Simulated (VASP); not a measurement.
A run of VASP 6.6.1:

File INCAR:

```
PREC = Accurate
ENCUT = 520
EDIFF = 1E-7
ISMEAR = -1
SIGMA = 0.3
LREAL = Auto
LASPH = True
NELM = 100
ALGO = Normal
ISIF = 2
LWAVE = False
LCHARG = False
NBANDS = 86
```

The input KPOINTS:

```
Automatic mesh
0
Gamma
  2 2 2
```

File POSCAR:

```
WC
1.0
   -2.9952430000     -5.1879140000      0.0000000000
    4.4928650000     -2.5939570000      0.0000000000
    0.0000000000      0.0000000000      5.8606050000
W C
8 8
Direct
    0.7754887941      0.4897270187     -0.0184793208
    0.7934998329      0.4367424394      0.4967063981
    0.5465534913     -0.0539609984      0.0231375430
    0.5342170373     -0.0925890625      0.5099473519
    0.2676578573      0.4440374513     -0.0158004165
    0.2627477138      0.4303029916      0.5319928574
    0.0327727523     -0.0483516961     -0.0199126199
    0.0322211073     -0.0384587460      0.4704292475
    0.5480464741      0.6381300941      0.2258469902
    0.5223575056      0.6009946131      0.7385756249
    0.2920390776      0.0814687294      0.2099783214
    0.3085890088      0.0170267899      0.7592731467
    0.0170990155      0.6141550450      0.2268025229
    0.0378799594      0.6359326806      0.7451449125
    0.7680007084      0.1323762779      0.2369891846
    0.7705695007      0.1502922752      0.7642043782
```

Potentials or basis: VASP PAW LDA potentials, release 64 (W_sv, C).

Launch:

```bash
$ cat potpaw_LDA.64/W_sv/POTCAR potpaw_LDA.64/C/POTCAR > POTCAR
$ mpirun -np 1 vasp_std > vasp.out
```

Hardware: 1 thread of Intel Xeon 8259CL (shared host).

Problem. Estimate the wall time of this run.

Solution. Wall time 7.3 min on 1 thread of Intel Xeon 8259CL, on a shared host, peak memory 0.29 GiB. Counts: scf iterations 18, k points 8.
